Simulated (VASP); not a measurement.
Runs of VASP 6.6.1 on PtSe2. The structure is that of space group P-3m1 (No. 164), or close to it. The cells are those of the table. 

```csv
task,spin,cell,k mesh,cutoff (eV),smearing,gap on the mesh (eV),pressure (GPa),relaxed volume (Å³/atom),largest force (eV/Å)
relaxation of shape and atoms at fixed volume,off,"relaxed from a = 3.817, b = 3.817, c = 4.992 Å, angles 90.0, 90.0, 120.0°, 3 atoms",15 × 15 × 10,600,gaussian 0.1 eV,none,-2.3,-,-
relaxation of cell and atoms,off,"relaxed from a = 3.764, b = 3.764, c = 4.865 Å, angles 90.0, 90.0, 120.0°, 3 atoms",15 × 15 × 10,600,gaussian 0.1 eV,none,0.0,19.78,-
single point,"collinear, ferromagnetic start","a = 3.724, b = 3.724, c = 5.062 Å, angles 90.0, 90.0, 120.0°, 3 atoms",6 × 6 × 4,520,gaussian 0.1 eV,none,3.5,-,0.61
single point,off,"a = 3.764, b = 3.764, c = 4.865 Å, angles 90.0, 90.0, 120.0°, 3 atoms",6 × 6 × 4,520,gaussian 0.1 eV,none,-0.1,-,0.01
relaxation of cell and atoms,off,"relaxed from a = 3.724, b = 3.724, c = 5.062 Å, angles 90.0, 90.0, 120.0°, 3 atoms",6 × 6 × 4,600,gaussian 0.1 eV,none,0.1,(a),0.03
single point,off,"a = 3.772, b = 3.772, c = 4.822 Å, angles 90.0, 90.0, 120.0°, 3 atoms",12 × 12 × 8,520,gaussian 0.15 eV,none,0.0,-,-
single point,off,"a = 3.724, b = 3.724, c = 5.062 Å, angles 90.0, 90.0, 120.0°, 3 atoms",6 × 6 × 4,520,gaussian 0.1 eV,none,3.5,-,0.61
```

Alike in all rows: level PBE+D3(BJ); potentials or basis VASP PAW PBE potentials, release 64 (Pt, Se).

Fill in the values left out.

(a) 19.79.

Caveats: spin-orbit coupling is left out, which moves the levels of the heavy elements; pairwise dispersion overbinds metals, which lowers pressure and volume; the relaxation stopped at a loose force limit of 0.05 eV/Å, so its end isn't a converged minimum (some runs).

A k mesh can miss the band edges, and the runs leave out spin-orbit coupling on Pt, Se.

A gap of «none» marks levels without a gap at the run's occupations.
